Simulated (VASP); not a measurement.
# Cr (Im-3m) in VASP: a series of runs

Runs on Cr. Level: PBE. Tasks: single point.

All numbers are computed with VASP 6.6.1; they aren't measurements. Logs are shortened: lines on timing, memory, paths and dates and some standing lists are left out, and cuts for length are marked.

## 1. The cell of the first run

Symmetry: Im-3m, No. 229, cubic system. The conventional cell has a = 2.969 Å, b = 2.969 Å, c = 2.969 Å, α = 90.00°, β = 90.00°, γ = 90.00°. Cr (site symmetry m-3m) has 14 Cr at 2.57 to 2.97 Å within 3.4 Å.

## 2. Single point, PBE, collinear spin, ferromagnetic start

The input, INCAR:

```
SYSTEM = Cr
  PREC = Accurate
  ENCUT = 600
  EDIFF = 1E-6
  ISMEAR = -1
  SIGMA = 0.05
  LREAL = .False.
  LASPH = .True.
  NELM = 200
  ALGO = Normal
  ISIF = 2
  LWAVE = .False.
  LCHARG = .True.
  ISPIN = 2
  MAGMOM = 4.5
  LORBIT = 11
  NUPDOWN = 4.5
  LMAXMIX = 4
  GGA = PE
  LELF = .True.
  LVHAR = .True.
  NBANDS = 17
  GGA_COMPAT = .False.
```

The input, KPOINTS:

```
regular mesh
0
Gamma
  10 10 10
  0 0 0
```

The input, POSCAR:

```
Cr
1.0
   -1.4844496776      1.4844496776      1.4844496776
    1.4844496776     -1.4844496776      1.4844496776
    1.4844496776      1.4844496776     -1.4844496776
Cr
1
Direct
    0.0000000000      0.0000000000      0.0000000000
```

Potentials or basis: VASP PAW PBE potentials, release 64 (Cr_sv).

The run is started by

```sh
$ cat potpaw_PBE.64/Cr_sv/POTCAR > POTCAR
$ mpirun -np 1 vasp_std > vasp.out
```

OUTCAR:

```text
SYSTEM = Cr
   PREC = Accurate
   ENCUT = 600
   EDIFF = 1E-6
   ISMEAR = -1
   LREAL = .False.
   LASPH = .True.
   NELM = 200
   ISIF = 2
   ISPIN = 2
   LORBIT = 11
   NUPDOWN = 4.5
   GGA = PE

 ion  position               nearest neighbor table
   1  0.000  0.000  0.000-

  LATTYP: Found a body centered cubic cell.
 ALAT       =     2.9688993552

  Lattice vectors:

 A1 = (  -1.4844496776,   1.4844496776,   1.4844496776)
 A2 = (   1.4844496776,  -1.4844496776,   1.4844496776)
 A3 = (   1.4844496776,   1.4844496776,  -1.4844496776)

Analysis of symmetry for initial positions (statically):
=====================================================================
 Subroutine PRICEL returns:
 Original cell was already a primitive cell.

 Routine SETGRP: Setting up the symmetry group for a
 body centered cubic supercell.

 Subroutine GETGRP returns: Found 48 space group operations
 (whereof 48 operations were pure point group operations)
 out of a pool of 48 trial point group operations.

The static configuration has the point symmetry O_h .

Analysis of symmetry for dynamics (positions and initial velocities):
=====================================================================
 Subroutine PRICEL returns:
 Original cell was already a primitive cell.

 Routine SETGRP: Setting up the symmetry group for a
 body centered cubic supercell.

 Subroutine GETGRP returns: Found 48 space group operations
 (whereof 48 operations were pure point group operations)
 out of a pool of 48 trial point group operations.

The dynamic configuration has the point symmetry O_h .

Analysis of structural, dynamic, and magnetic symmetry:
=====================================================================
 Subroutine PRICEL returns:
 Original cell was already a primitive cell.

 Routine SETGRP: Setting up the symmetry group for a
 body centered cubic supercell.

 Subroutine GETGRP returns: Found 48 space group operations
 (whereof 48 operations were pure point group operations)
 out of a pool of 48 trial point group operations.

The overall configuration has the point symmetry O_h .

 Subroutine INISYM returns: Found 48 space group operations
 (whereof 48 operations are pure point group operations),
 and found     1 'primitive' translations

----------------------------------------------------------------------------------------

                                     Primitive cell

  volume of cell :      13.0845

  direct lattice vectors                    reciprocal lattice vectors
    -1.484449678  1.484449678  1.484449678     0.000000000  0.336825160  0.336825160
     1.484449678 -1.484449678  1.484449678     0.336825160  0.000000000  0.336825160
     1.484449678  1.484449678 -1.484449678     0.336825160  0.336825160  0.000000000

  length of vectors
     2.571142263  2.571142263  2.571142263     0.476342709  0.476342709  0.476342709

  position of ions in fractional coordinates (direct lattice)
     0.000000000  0.000000000  0.000000000

  ion indices of the primitive-cell ions
   primitive index   ion index
                 1           1

----------------------------------------------------------------------------------------

 KPOINTS: regular mesh

Automatic generation of k-mesh.
 Grid dimensions read from file:
 generate k-points for:   10   10   10

 Generating k-lattice:

  Cartesian coordinates                     Fractional coordinates (reciprocal lattice)
     0.000000000  0.033682516  0.033682516     0.100000000  0.000000000  0.000000000
     0.033682516  0.000000000  0.033682516     0.000000000  0.100000000  0.000000000
     0.033682516  0.033682516  0.000000000     0.000000000  0.000000000  0.100000000

  Length of vectors
     0.047634271  0.047634271  0.047634271

  Shift w.r.t. Gamma in fractional coordinates (k-lattice)
     0.000000000  0.000000000  0.000000000

 Subroutine IBZKPT returns following result:
 ===========================================

 Found     47 irreducible k-points:

 Following reciprocal coordinates:
            Coordinates               Weight
  0.000000  0.000000  0.000000      1.000000
  0.100000  0.000000  0.000000     12.000000
  0.200000  0.000000  0.000000     12.000000
  0.300000  0.000000  0.000000     12.000000
  0.400000  0.000000  0.000000     12.000000
  0.500000  0.000000  0.000000      6.000000
[... 16 lines left out ...]
  0.300000  0.300000  0.100000      8.000000
 -0.300000  0.300000  0.100000     24.000000
 [... further k-points ...]
   k-points           NKPTS =     47   k-points in BZ     NKDIM =     47   number of bands    NBANDS=     17
   number of dos      NEDOS =    301   number of ions     NIONS =      1
   total plane-waves  NPLWV =  13824
   dimension x,y,z NGX =    24 NGY =   24 NGZ =   24
   dimension x,y,z NGXF=    48 NGYF=   48 NGZF=   48
   ions per type =               1
   NGX,Y,Z   is equivalent  to a cutoff of  15.52, 15.52, 15.52 a.u.
   NGXF,Y,Z  is equivalent  to a cutoff of  31.04, 31.04, 31.04 a.u.
 SYSTEM =  Cr
   PREC   = accura    normal or accurate (medium, high low for compatibility)
   ISTART =      0    job   : 0-new  1-cont  2-samecut
   ICHARG =      2    charge: 1-file 2-atom 10-const
   ISPIN  =      2    spin polarized calculation?
   LNONCOLLINEAR =      F non collinear calculations
   LSORBIT =      F    spin-orbit coupling
   LASPH  =      T    aspherical Exc in radial PAW
   ENCUT  =  600.0 eV  44.10 Ry    6.64 a.u.   5.14  5.14  5.14*2*pi/ulx,y,z
   NELM   =    200;   NELMIN=  2; NELMDL= -5     # of ELM steps
   EDIFF  = 0.1E-05   stopping-criterion for ELM
   LREAL  =      F    real-space projection
[... 7 lines left out ...]
   TEBEG  =    0.0;   TEEND  =   0.0 temperature during run
   PSTRESS=    0.0 pullay stress
   NELECT =      14.0000    total number of electrons
   NUPDOWN=       4.5000    fix difference up-down
   EMIN   =  10.00;   EMAX   =-10.00  energy-range for DOS
   EFERMI =   0.00;   METHOD = LEGACY
   ISMEAR =    -1;   SIGMA  =   0.05  broadening in eV -4-tet -1-fermi 0-gaus
   EFERMI_NEDOS =   21; number of points for ismear=-14 and -15
   IALGO  =     38    algorithm
   IMIX   =      4    mixing-type and parameters
     AMIX     =   0.40;   BMIX     =  1.00
     AMIX_MAG =   1.60;   BMIX_MAG =  1.00
  volume/ion in A,a.u.               =      13.08        88.30
  Fermi-wavevector in a.u.,A,eV,Ry     =   1.674424  3.164202 38.146583  2.803695
  Thomas-Fermi vector in A             =   2.759222
   LORBIT       =     11    0 simple, 1 ext, 2 COOP (PROOUT), +10 PAW based schemes
   GGA     = PE    functional components
   LHFCALC =     F    Hartree Fock is set to
   AEXX    =    0.0000 exact exchange contribution
   IVDW    =     0    specifies the selected vdW correction
   LEPSILON=     F    determine dielectric tensor
   LRPA    =     F    only Hartree local field effects (RPA)
 spin polarized calculation
  energy-cutoff  :      600.00
  volume of cell :       13.08
 maximum number of plane-waves:       466
 NGX is ok and might be reduce to    24
   NGX = 11   NGY = 11   NGZ = 11

 number of electron      13.9999995 magnetization       4.4999998

 Free energy of the ion-electron system (eV)
  ---------------------------------------------------
  ext. energy  EPLUGINS =         0.00000000
  ---------------------------------------------------
  free energy    TOTEN  =        -6.69789377 eV

  energy without entropy =       -6.68770162  energy(sigma->0) =       -6.69279770

 E-fermi :  11.3495     XC(G=0): -12.6393

 val. band max:       14.2119953165   @ k =   0.2000   0.1000   0.1000
 cond. band min:      11.3637415958   @ k =  -0.4000   0.4000   0.4000
 fundamental gap:     -2.8482537207
 Fermi energy:        14.2175344596

 spin component 1

 k-point     1 :       0.0000    0.0000    0.0000
  band No.  band energies     occupation
      1     -59.3644      1.00000
      2     -30.3951      1.00000
      3     -30.3951      1.00000
      4     -30.3951      1.00000
      5       3.6354      1.00000
      6      11.1940      1.00000
[... 9 lines left out ...]
     16      41.9339      0.00000
     17      41.9340      0.00000

 k-point     2 :       0.1000    0.0000    0.0000
  band No.  band energies     occupation
      1     -59.3515      1.00000
      2     -30.4617      1.00000
      3     -30.4161      1.00000
      4     -30.3954      1.00000
      5       4.0286      1.00000
      6      11.0383      1.00000
[... 9 lines left out ...]
     16      39.0770      0.00000
     17      40.1133      0.00000

 k-point     3 :       0.2000    0.0000    0.0000
  band No.  band energies     occupation
      1     -59.3174      1.00000
      2     -30.6345      1.00000
      3     -30.4705      1.00000
      4     -30.3959      1.00000
      5       5.1159      1.00000
      6      10.6502      1.00000
[... 9 lines left out ...]
     16      37.8886      0.00000
     17      41.5608      0.00000

 k-point     4 :       0.3000    0.0000    0.0000
  band No.  band energies     occupation
      1     -59.2750      1.00000
      2     -30.8444      1.00000
      3     -30.5379      1.00000
      4     -30.3971      1.00000
      5       6.5279      1.00000
      6      10.2034      1.00000
[... 9 lines left out ...]
     16      40.0087      0.00000
     17      41.9947      0.00000
[... 343 lines left out ...]
      1     -59.3057      1.00000
      2     -30.6353      1.00000
      3     -30.4930      1.00000
      4     -30.4483      1.00000
      5       5.4617      1.00000
      6      10.8843      1.00000
[... 9 lines left out ...]
     16      38.1885      0.00000
     17      43.2166      0.00000

 k-point    23 :       0.3000    0.3000    0.1000
  band No.  band energies     occupation
      1     -59.2167      1.00000
      2     -30.8218      1.00000
      3     -30.8218      1.00000
      4     -30.5374      1.00000
      5       9.1626      1.00000
      6       9.7714      1.00000
[... 9 lines left out ...]
     16      46.3247      0.00000
     17      48.1598      0.00000

 k-point    24 :      -0.3000    0.3000    0.1000
  band No.  band energies     occupation
      1     -59.2645      1.00000
      2     -30.8350      1.00000
      3     -30.5613      1.00000
      4     -30.4470      1.00000
      5       6.8278      1.00000
      6      10.4751      1.00000
[... 9 lines left out ...]
     16      38.5226      0.00000
     17      45.9293      0.00000

 [... further k-points ...]

 spin component 2

 k-point     1 :       0.0000    0.0000    0.0000
  band No.  band energies     occupation
      1     -55.5261      1.00000
      2     -26.5894      1.00000
      3     -26.5894      1.00000
      4     -26.5894      1.00000
      5       5.9955      1.00000
      6      14.7287      0.00000
[... 9 lines left out ...]
     16      45.0760      0.00000
     17      45.0769      0.00000

 k-point     2 :       0.1000    0.0000    0.0000
  band No.  band energies     occupation
      1     -55.5124      1.00000
      2     -26.6607      1.00000
      3     -26.6114      1.00000
      4     -26.5900      1.00000
      5       6.3915      1.00000
      6      14.5510      0.00000
[... 9 lines left out ...]
     16      42.1066      0.00000
     17      42.6910      0.00000

 k-point     3 :       0.2000    0.0000    0.0000
  band No.  band energies     occupation
      1     -55.4764      1.00000
      2     -26.8450      1.00000
      3     -26.6682      1.00000
      4     -26.5909      1.00000
      5       7.4949      1.00000
      6      14.1121      0.00000
[... 9 lines left out ...]
     16      40.2050      0.00000
     17      43.9047      0.00000

 k-point     4 :       0.3000    0.0000    0.0000
  band No.  band energies     occupation
      1     -55.4318      1.00000
      2     -27.0685      1.00000
      3     -26.7386      1.00000
      4     -26.5927      1.00000
      5       8.9948      1.00000
      6      13.6128      0.00000
[... 9 lines left out ...]
     16      42.2476      0.00000
     17      44.4549      0.00000
[... 343 lines left out ...]
      1     -55.4642      1.00000
      2     -26.8464      1.00000
      3     -26.6918      1.00000
      4     -26.6459      1.00000
      5       7.8431      1.00000
      6      14.3468      0.00000
[... 9 lines left out ...]
     16      40.8284      0.00000
     17      46.2059      0.00000

 k-point    23 :       0.3000    0.3000    0.1000
  band No.  band energies     occupation
      1     -55.3700      1.00000
      2     -27.0437      1.00000
      3     -27.0437      1.00000
      4     -26.7415      1.00000
      5      12.3067      0.00000
      6      12.7216      0.00000
[... 9 lines left out ...]
     16      49.0001      0.00000
     17      50.6087      0.00000

 k-point    24 :      -0.3000    0.3000    0.1000
  band No.  band energies     occupation
      1     -55.4208      1.00000
      2     -27.0583      1.00000
      3     -26.7632      1.00000
      4     -26.6451      1.00000
      5       9.2950      1.00000
      6      13.6636      0.00000
[... 9 lines left out ...]
     16      41.0448      0.00000
     17      48.3167      0.00000

 [... further k-points ...]
[... 5 lines left out ...]
  --------------------------------------------------------------------------------------
  -------------------------------------------------------------------------------------
  Total        5.7564449      5.7564449      5.7564449      0.0000000      0.0000000     -0.0000000
  in kB      704.8691465    704.8691465    704.8691465      0.0000000      0.0000000     -0.0000000
  external PRESSURE =     704.8691465 kB  Pullay stress =       0.0000000 kB

 VOLUME and BASIS-vectors are now :
 -----------------------------------------------------------------------------
  energy-cutoff  :      600.00
  volume of cell :       13.08
      direct lattice vectors                 reciprocal lattice vectors
    -1.484449678  1.484449678  1.484449678     0.000000000  0.336825160  0.336825160
     1.484449678 -1.484449678  1.484449678     0.336825160  0.000000000  0.336825160
     1.484449678  1.484449678 -1.484449678     0.336825160  0.336825160  0.000000000

 POSITION                                       TOTAL-FORCE (eV/Angst)
 -----------------------------------------------------------------------------------
      0.00000      0.00000      0.00000         0.000000      0.000000      0.000000
 -----------------------------------------------------------------------------------
    total drift:                               -0.000000      0.000000     -0.000000

  FREE ENERGIE OF THE ION-ELECTRON SYSTEM (eV)
  ---------------------------------------------------
  free  energy   TOTEN  =        -6.6978937747 eV

  energy  without entropy=       -6.6877016238  energy(sigma->0) =       -6.69279770

 total charge

# of ion       s       p       d       tot
------------------------------------------
    1        2.176   5.984   3.786  11.946

 magnetization (x)

# of ion       s       p       d       tot
------------------------------------------
    1        0.018   0.066   3.449   3.533
```

It took 36 s on 1 thread of Intel Xeon Platinum 8375C at 2.90GHz (Ice Lake), shared host; peak memory 0.15 GiB.

What came out:

```
Free energy                                           : -6.6979 eV
Pressure                                              : 70.5 GPa
Net moment                                            : 4.50 μB per cell
Site moments                                          : Cr +3.53 μB
Valence electrons inside the program's atomic spheres : Cr 11.95
```

Caveat: the total moment is fixed, so each spin has its own Fermi level.

[end of part 1 of 2]
